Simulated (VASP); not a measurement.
# Cu (P6_3/mmc) in VASP: further runs

Runs on Cu. Level: PBE. Tasks: single point.

Everything below comes from runs of VASP 6.6.1. Logs are shortened: lines on timing, memory, paths and dates and some standing lists are left out, and cuts for length are marked.

## Step 1: The cell of the first run

It takes space group P6_3/mmc (No. 194, hexagonal). The conventional cell has a = 2.661 Å, b = 2.661 Å, c = 4.010 Å, α = 90.00°, β = 90.00°, γ = 120.00°. Within 3.3 Å of Cu (site symmetry -6m2) lie 12 Cu at 2.53 to 2.66 Å.

## Step 2: Single point, PBE (strain +0.050 along x and y, -0.025 along z)

Contents of INCAR:

```
PREC     = Accurate       # precision mode
ENCUT    = 520            # plane-wave cutoff, eV
EDIFF    = 1E-7           # SCF threshold, eV
ISMEAR   = 0              # smearing method
SIGMA    = 0.15           # smearing width, eV
LREAL    = False          # projectors in reciprocal space
LASPH    = True           # aspherical terms in the spheres
NELM     = 100            # most SCF steps
ALGO     = Fast           # electronic algorithm
ISIF     = 2              # what is computed and relaxed
LWAVE    = False          # write WAVECAR
LCHARG   = False          # write CHGCAR
GGA      = PE             # functional
NBANDS   = 18             # bands
```

Contents of KPOINTS:

```
Automatic mesh
0
Gamma
  24 24 12
```

Contents of POSCAR:

```
Cu
1.0
    2.6608015033      0.0000000000      0.0000000000
   -1.3304007516      2.3043216963      0.0000000000
    0.0000000000      0.0000000000      4.0097567250
Cu
2
Direct
    0.3333333333      0.6666666667      0.2500000000
    0.6666666667      0.3333333333      0.7500000000
```

Potentials or basis: VASP PAW PBE potentials, release 64 (Cu).

The run is started by

```
cat potpaw_PBE.64/Cu/POTCAR > POTCAR
mpirun -np 1 vasp_std > vasp.out
```

OUTCAR:

```text
PREC = Accurate
   ENCUT = 520
   EDIFF = 1E-7
   ISMEAR = 0
   LREAL = False
   LASPH = True
   NELM = 100
   ISIF = 2
   GGA = PE

 ion  position               nearest neighbor table
   1  0.333  0.667  0.250-   2 2.53   2 2.53   2 2.53   2 2.53   2 2.53   2 2.53
   2  0.667  0.333  0.750-   1 2.53   1 2.53   1 2.53   1 2.53   1 2.53   1 2.53

  LATTYP: Found a hexagonal cell.
 ALAT       =     2.6608015033
 C/A-ratio  =     1.5069732635

  Lattice vectors:

 A1 = (   2.6608015033,   0.0000000000,   0.0000000000)
 A2 = (  -1.3304007516,   2.3043216963,   0.0000000000)
 A3 = (   0.0000000000,   0.0000000000,   4.0097567250)

Analysis of symmetry for initial positions (statically):
=====================================================================
 Subroutine PRICEL returns:
 Original cell was already a primitive cell.

 Routine SETGRP: Setting up the symmetry group for a
 hexagonal supercell.

 Subroutine GETGRP returns: Found 24 space group operations
 (whereof 12 operations were pure point group operations)
 out of a pool of 24 trial point group operations.

The static configuration has the point symmetry D_3d.
 The point group associated with its full space group is D_6h.

Analysis of symmetry for dynamics (positions and initial velocities):
=====================================================================
 Subroutine PRICEL returns:
 Original cell was already a primitive cell.

 Routine SETGRP: Setting up the symmetry group for a
 hexagonal supercell.

 Subroutine GETGRP returns: Found 24 space group operations
 (whereof 12 operations were pure point group operations)
 out of a pool of 24 trial point group operations.

The dynamic configuration has the point symmetry D_3d.
 The point group associated with its full space group is D_6h.

 Subroutine INISYM returns: Found 24 space group operations
 (whereof 12 operations are pure point group operations),
 and found     1 'primitive' translations

----------------------------------------------------------------------------------------

                                     Primitive cell

  volume of cell :      24.5852

  direct lattice vectors                    reciprocal lattice vectors
     2.660801503  0.000000000  0.000000000     0.375826607  0.216983593  0.000000000
    -1.330400752  2.304321696  0.000000000     0.000000000  0.433967185  0.000000000
     0.000000000  0.000000000  4.009756725     0.000000000  0.000000000  0.249391688

  length of vectors
     2.660801503  2.660801503  4.009756725     0.433967185  0.433967185  0.249391688

  position of ions in fractional coordinates (direct lattice)
     0.333333333  0.666666667  0.250000000
     0.666666667  0.333333333  0.750000000

  ion indices of the primitive-cell ions
   primitive index   ion index
                 1           1
                 2           2

----------------------------------------------------------------------------------------

 KPOINTS: Automatic mesh

Automatic generation of k-mesh.
 Grid dimensions read from file:
 generate k-points for:   24   24   12

 Generating k-lattice:

  Cartesian coordinates                     Fractional coordinates (reciprocal lattice)
     0.015659442  0.009040983  0.000000000     0.041666667  0.000000000  0.000000000
     0.000000000  0.018081966  0.000000000     0.000000000  0.041666667  0.000000000
     0.000000000  0.000000000  0.020782641     0.000000000  0.000000000  0.083333333

  Length of vectors
     0.018081966  0.018081966  0.020782641

  Shift w.r.t. Gamma in fractional coordinates (k-lattice)
     0.000000000  0.000000000  0.000000000

 Subroutine IBZKPT returns following result:
 ===========================================

 Found    427 irreducible k-points:

 Following reciprocal coordinates:
            Coordinates               Weight
  0.000000  0.000000  0.000000      1.000000
  0.041667  0.000000  0.000000      6.000000
  0.083333  0.000000  0.000000      6.000000
  0.125000 -0.000000  0.000000      6.000000
  0.166667 -0.000000  0.000000      6.000000
  0.208333  0.000000  0.000000      6.000000
[... 16 lines left out ...]
  0.416667  0.041667  0.000000     12.000000
  0.458333  0.041667  0.000000     12.000000
 [... further k-points ...]
   k-points           NKPTS =    427   k-points in BZ     NKDIM =    427   number of bands    NBANDS=     18
   number of dos      NEDOS =    301   number of ions     NIONS =      2
   total plane-waves  NPLWV =  12000
   dimension x,y,z NGX =    20 NGY =   20 NGZ =   30
   dimension x,y,z NGXF=    40 NGYF=   40 NGZF=   60
   ions per type =               2
   NGX,Y,Z   is equivalent  to a cutoff of  12.50, 12.50, 12.44 a.u.
   NGXF,Y,Z  is equivalent  to a cutoff of  24.99, 24.99, 24.88 a.u.
 SYSTEM =  unknown system
   PREC   = accura    normal or accurate (medium, high low for compatibility)
   ISTART =      0    job   : 0-new  1-cont  2-samecut
   ICHARG =      2    charge: 1-file 2-atom 10-const
   ISPIN  =      1    spin polarized calculation?
   LNONCOLLINEAR =      F non collinear calculations
   LSORBIT =      F    spin-orbit coupling
   LASPH  =      T    aspherical Exc in radial PAW
   ENCUT  =  520.0 eV  38.22 Ry    6.18 a.u.   4.95  4.95  7.46*2*pi/ulx,y,z
   NELM   =    100;   NELMIN=  2; NELMDL= -5     # of ELM steps
   EDIFF  = 0.1E-06   stopping-criterion for ELM
   LREAL  =      F    real-space projection
   EDIFFG = 0.1E-05   stopping-criterion for IOM
   NSW    =      0    number of steps for IOM
   IBRION =     -1    ionic relax: 0-MD 1-quasi-New 2-CG
   NFREE  =      0    steps in history (QN), initial steepest desc. (CG)
   ISIF   =      2    stress and relaxation
   ISYM   =      2    0-nonsym 1-usesym 2-fastsym
   POTIM  = 0.5000    time-step for ionic-motion
   TEBEG  =    0.0;   TEEND  =   0.0 temperature during run
   PSTRESS=    0.0 pullay stress
   NELECT =      22.0000    total number of electrons
   NUPDOWN=      -1.0000    fix difference up-down
   EMIN   =  10.00;   EMAX   =-10.00  energy-range for DOS
   EFERMI =   0.00;   METHOD = LEGACY
   ISMEAR =     0;   SIGMA  =   0.15  broadening in eV -4-tet -1-fermi 0-gaus
   EFERMI_NEDOS =   21; number of points for ismear=-14 and -15
   IALGO  =     68    algorithm
   IMIX   =      4    mixing-type and parameters
     AMIX     =   0.40;   BMIX     =  1.00
     AMIX_MAG =   1.60;   BMIX_MAG =  1.00
  volume/ion in A,a.u.               =      12.29        82.95
  Fermi-wavevector in a.u.,A,eV,Ry     =   1.577579  2.981193 33.861585  2.488756
  Thomas-Fermi vector in A             =   2.678240
   LORBIT       =      0    0 simple, 1 ext, 2 COOP (PROOUT), +10 PAW based schemes
   GGA     = PE    functional components
   LHFCALC =     F    Hartree Fock is set to
   AEXX    =    0.0000 exact exchange contribution
   IVDW    =     0    specifies the selected vdW correction
   LEPSILON=     F    determine dielectric tensor
   LRPA    =     F    only Hartree local field effects (RPA)
 non-spin polarized calculation
 RMM-DIIS sequential band-by-band and
 Gauss-broadening in eV      SIGMA  =   0.15
  energy-cutoff  :      520.00
  volume of cell :       24.59
 maximum number of plane-waves:       685
 NGX is ok and might be reduce to    20
   NGX =  9   NGY =  9   NGZ = 15

 number of electron      22.0000009 magnetization

 Free energy of the ion-electron system (eV)
  ---------------------------------------------------
  ext. energy  EPLUGINS =         0.00000000
  ---------------------------------------------------
  free energy    TOTEN  =        -7.38687289 eV

  energy without entropy =       -7.37972365  energy(sigma->0) =       -7.38329827

 E-fermi :   7.1166     XC(G=0): -12.4900

 val. band max:        7.1121716017   @ k =   0.4583   0.0833   0.0000
 cond. band min:       7.1189249946   @ k =   0.4583   0.0833   0.0833
 fundamental gap:      0.0067533929
 Fermi energy:         7.1166019560

 k-point     1 :       0.0000    0.0000    0.0000
  band No.  band energies     occupation
      1      -1.9501      2.00000
      2       2.3698      2.00000
      3       4.2394      2.00000
      4       4.2394      2.00000
      5       4.4513      2.00000
      6       4.4944      2.00000
[... 10 lines left out ...]
     17      28.4708      0.00000
     18      28.4714      0.00000

 k-point     2 :       0.0417    0.0000    0.0000
  band No.  band energies     occupation
      1      -1.8984      2.00000
      2       2.3952      2.00000
      3       4.2006      2.00000
      4       4.2572      2.00000
      5       4.4820      2.00000
      6       4.4892      2.00000
[... 10 lines left out ...]
     17      29.1311      0.00000
     18      29.4370      0.00000

 k-point     3 :       0.0833    0.0000    0.0000
  band No.  band energies     occupation
      1      -1.7442      2.00000
      2       2.4684      2.00000
      3       4.1162      2.00000
      4       4.3098      2.00000
      5       4.4401      2.00000
      6       4.4631      2.00000
[... 10 lines left out ...]
     17      30.2068      0.00000
     18      30.3432      0.00000

 k-point     4 :       0.1250   -0.0000    0.0000
  band No.  band energies     occupation
      1      -1.4897      2.00000
      2       2.5804      2.00000
      3       4.0148      2.00000
      4       4.3186      2.00000
      5       4.3947      2.00000
      6       4.4111      2.00000
[... 375 lines left out ...]
      4       3.7994      2.00000
      5       4.0048      2.00000
      6       4.4288      2.00000
[... 10 lines left out ...]
     17      20.4814      0.00000
     18      25.1194      0.00000

 k-point    23 :       0.4167    0.0417    0.0000
  band No.  band energies     occupation
      1       2.2038      2.00000
      2       2.8362      2.00000
      3       3.0420      2.00000
      4       3.8985      2.00000
      5       3.9759      2.00000
      6       4.4096      2.00000
[... 10 lines left out ...]
     17      19.3380      0.00000
     18      25.0021      0.00000

 k-point    24 :       0.4583    0.0417    0.0000
  band No.  band energies     occupation
      1       2.3989      2.00000
      2       2.7947      2.00000
      3       3.0059      2.00000
      4       3.9611      2.00000
      5       3.9750      2.00000
      6       4.3998      2.00000
[... 10 lines left out ...]
     17      18.5983      0.00000
     18      24.9460      0.00000

 [... further k-points ...]

------------------------ aborting loop because EDIFF is reached ----------------------------------------

  FORCE on cell =-STRESS in cart. coord.  units (eV):
  Direction    XX          YY          ZZ          XY          YZ          ZX
  --------------------------------------------------------------------------------------
  -------------------------------------------------------------------------------------
  Total       -0.8794036     -0.8794036      0.8566311     -0.0000000      0.0000000      0.0000000
  in kB      -57.3093123    -57.3093123     55.8252694     -0.0000000      0.0000000      0.0000000
  external PRESSURE =     -19.5977851 kB  Pullay stress =       0.0000000 kB

 VOLUME and BASIS-vectors are now :
 -----------------------------------------------------------------------------
  energy-cutoff  :      520.00
  volume of cell :       24.59
      direct lattice vectors                 reciprocal lattice vectors
     2.660801503  0.000000000  0.000000000     0.375826607  0.216983593  0.000000000
    -1.330400752  2.304321696  0.000000000     0.000000000  0.433967185  0.000000000
     0.000000000  0.000000000  4.009756725     0.000000000  0.000000000  0.249391688

 POSITION                                       TOTAL-FORCE (eV/Angst)
 -----------------------------------------------------------------------------------
     -0.00000      1.53621      1.00244         0.000000     -0.000000      0.000000
      1.33040      0.76811      3.00732        -0.000000      0.000000      0.000000
 -----------------------------------------------------------------------------------
    total drift:                               -0.000000      0.000000     -0.000000

  FREE ENERGIE OF THE ION-ELECTRON SYSTEM (eV)
  ---------------------------------------------------
  free  energy   TOTEN  =        -7.3868728939 eV

  energy  without entropy=       -7.3797236488  energy(sigma->0) =       -7.38329827
```

It took 4.4 min on 1 thread of AMD EPYC 7R13, shared host; peak memory 0.23 GiB.

Results:

| Quantity | Value |
| --- | --- |
| Free energy | -7.3869 eV |
| Pressure | -2.0 GPa |
| Band gap on the k mesh | zero (band 11 reaches 10.68 eV, above the bottom of band 12 at 5.23 eV) |

Caveat: the cell differs from its parent crystal (strain +0.050 along x and y, -0.025 along z).

## Step 3: Single point, PBE (strain +0.025 along x and y, +0.025 along z)

Contents of INCAR:

```
SYSTEM = Cu
PREC = Accurate ; ENCUT = 520
EDIFF = 1E-6 ; ISMEAR = 0
SIGMA = 0.15 ; LREAL = .False.
LASPH = .True. ; NELM = 80
ALGO = Fast ; ISIF = 2
LWAVE = .False. ; LCHARG = .True.
GGA = PE ; LELF = .True.
LVHAR = .True. ; NBANDS = 18
```

Contents of KPOINTS:

```
Automatic mesh
0
Gamma
  24 24 12
  0 0 0
```

Contents of POSCAR:

```
Cu
1.0
    2.5974490865      0.0000000000      0.0000000000
   -1.2987245433      2.2494568940      0.0000000000
    0.0000000000      0.0000000000      4.2153852750
Cu
2
Direct
    0.3333333333      0.6666666667      0.2500000000
    0.6666666667      0.3333333333      0.7500000000
```

Potentials or basis: VASP PAW PBE potentials, release 64 (Cu).

The run is started by

```
cat potpaw_PBE.64/Cu/POTCAR > POTCAR
mpirun -np 1 vasp_std > vasp.out
```

OUTCAR:

```text
SYSTEM = Cu
   PREC = Accurate
   ENCUT = 520
   EDIFF = 1E-6
   ISMEAR = 0
   LREAL = .False.
   LASPH = .True.
   NELM = 80
   ISIF = 2
   GGA = PE

 ion  position               nearest neighbor table
   1  0.333  0.667  0.250-   2 2.59   2 2.59   2 2.59   2 2.59   2 2.59   2 2.59
   2  0.667  0.333  0.750-   1 2.59   1 2.59   1 2.59   1 2.59   1 2.59   1 2.59

  LATTYP: Found a hexagonal cell.
 ALAT       =     2.5974490865
 C/A-ratio  =     1.6228942838

  Lattice vectors:

 A1 = (   2.5974490865,   0.0000000000,   0.0000000000)
 A2 = (  -1.2987245433,   2.2494568940,   0.0000000000)
 A3 = (   0.0000000000,   0.0000000000,   4.2153852750)

Analysis of symmetry for initial positions (statically):
=====================================================================
 Subroutine PRICEL returns:
 Original cell was already a primitive cell.

 Routine SETGRP: Setting up the symmetry group for a
 hexagonal supercell.

 Subroutine GETGRP returns: Found 24 space group operations
 (whereof 12 operations were pure point group operations)
 out of a pool of 24 trial point group operations.

The static configuration has the point symmetry D_3d.
 The point group associated with its full space group is D_6h.

[... 157 lines left out ...]
  ext. energy  EPLUGINS =         0.00000000
  ---------------------------------------------------
  free energy    TOTEN  =        -7.43746259 eV

  energy without entropy =       -7.43081941  energy(sigma->0) =       -7.43414100

 E-fermi :   7.0702     XC(G=0): -12.4843

 val. band max:        7.0633538967   @ k =   0.0833   0.0417   0.0833
 cond. band min:       7.0730265857   @ k =   0.5000   0.0000   0.0000
 fundamental gap:      0.0096726889
 Fermi energy:         7.0702405262

 k-point     1 :       0.0000    0.0000    0.0000
  band No.  band energies     occupation
      1      -1.9592      2.00000
      2       2.2432      2.00000
      3       4.1953      2.00000
      4       4.2315      2.00000
      5       4.2315      2.00000
      6       4.4292      2.00000
[... 481 lines left out ...]
      5       4.1392      2.00000
      6       4.2670      2.00000
[... 10 lines left out ...]
     17      19.2901      0.00000
     18      25.9328      0.00000

 [... further k-points ...]
[... 5 lines left out ...]
  --------------------------------------------------------------------------------------
  -------------------------------------------------------------------------------------
  Total       -0.4878612     -0.4878612     -0.2420181      0.0000000      0.0000000      0.0000000
  in kB      -31.7354656    -31.7354656    -15.7433267      0.0000000      0.0000000      0.0000000
  external PRESSURE =     -26.4047526 kB  Pullay stress =       0.0000000 kB

 VOLUME and BASIS-vectors are now :
 -----------------------------------------------------------------------------
  energy-cutoff  :      520.00
  volume of cell :       24.63
      direct lattice vectors                 reciprocal lattice vectors
     2.597449087  0.000000000  0.000000000     0.384993109  0.222275875  0.000000000
    -1.298724543  2.249456894  0.000000000     0.000000000  0.444551751  0.000000000
     0.000000000  0.000000000  4.215385275     0.000000000  0.000000000  0.237226240

 POSITION                                       TOTAL-FORCE (eV/Angst)
 -----------------------------------------------------------------------------------
     -0.00000      1.49964      1.05385        -0.000000      0.000000      0.000000
      1.29872      0.74982      3.16154         0.000000     -0.000000      0.000000
 -----------------------------------------------------------------------------------
    total drift:                               -0.000000      0.000000     -0.000000

  FREE ENERGIE OF THE ION-ELECTRON SYSTEM (eV)
  ---------------------------------------------------
  free  energy   TOTEN  =        -7.4374625912 eV

  energy  without entropy=       -7.4308194083  energy(sigma->0) =       -7.43414100
```

Wall time 3.4 min (1 thread of AMD EPYC 7R13, shared host); peak memory 0.23 GiB.

Results:

* Free energy: -7.4375 eV
* Pressure: -2.6 GPa
* Band gap on the k mesh: zero (band 11 reaches 11.00 eV, above the bottom of band 12 at 5.18 eV)

Caveat: the cell differs from its parent crystal (strain +0.025 along x and y, +0.025 along z).

## Step 4: Single point, PBE (strain +0.050 along x and y, +0.000 along z)

Contents of INCAR:

```
ALGO = Fast
EDIFF = 1E-6
ENCUT = 520
GGA = PE
ISIF = 2
ISMEAR = 0
LASPH = True
LCHARG = False
LREAL = False
LWAVE = False
NBANDS = 18
NELM = 100
PREC = Accurate
SIGMA = 0.15
```

Contents of KPOINTS:

```
k-points
0
Gamma
  24 24 12
```

Contents of POSCAR:

```
Cu
1.0
    2.6608015033      0.0000000000      0.0000000000
   -1.3304007516      2.3043216963      0.0000000000
    0.0000000000      0.0000000000      4.1125710000
Cu
2
Direct
    0.3333333333      0.6666666667      0.2500000000
    0.6666666667      0.3333333333      0.7500000000
```

The run is started by

```
cat potpaw_PBE.64/Cu/POTCAR > POTCAR
mpirun -np 1 vasp_std > vasp.out
```

Wall time 3.1 min (1 thread of AMD EPYC 7R13, shared host); peak memory 0.23 GiB.

It converged, with:

| Property | Result |
| --- | --- |
| Free energy | -7.3974 eV |
| Pressure | -4.8 GPa |
| Band gap on the k mesh | zero (band 11 reaches 10.45 eV, above the bottom of band 12 at 4.95 eV) |

Stress tensor (GPa, compression positive):
```
-7.36  0.00  0.00
 0.00 -7.36  0.00
 0.00  0.00  0.31
```

Levels at points of the mesh, in eV from the Fermi level:
```tsv
k point	band 9	band 10	band 11	band 12	band 13	band 14
(0.00, 0.00, 0.00)	-2.48	-1.67	-1.67	-0.33	4.18	19.60
(0.50, 0.00, 0.00)	-1.56	-1.49	-0.12	1.20	7.69	8.21
(0.00, 0.00, 0.50)	-1.87	-1.87	-1.87	-1.87	13.31	13.31
(0.50, 0.00, 0.50)	-1.60	-1.60	0.49	0.49	4.36	4.36
```

Caveat: the cell differs from its parent crystal (strain +0.050 along x and y, +0.000 along z).

## Step 5: Overview

| cell | further INCAR settings | gap on the mesh (eV) | pressure (GPa) |
| --- | --- | --- | --- |
| a = 2.661, b = 2.661, c = 4.010 Å, angles 90.0, 90.0, 120.0°, 2 atoms | ALGO = Fast; EDIFF = 1e-07; NBANDS = 18 | none | -2.0 |
| a = 2.597, b = 2.597, c = 4.215 Å, angles 90.0, 90.0, 120.0°, 2 atoms | ALGO = Fast; EDIFF = 1e-06; NBANDS = 18 | none | -2.6 |
| a = 2.661, b = 2.661, c = 4.113 Å, angles 90.0, 90.0, 120.0°, 2 atoms | ALGO = Fast; EDIFF = 1e-06; NBANDS = 18 | none | -4.8 |

Alike in all rows: task single point; level PBE; potentials or basis VASP PAW PBE potentials, release 64 (Cu); no spin polarisation; k mesh 24 × 24 × 12; cutoff (eV) 520; smearing gaussian 0.15 eV.

Total energies depend on the potentials used, so only differences within one code and one set of settings carry meaning.
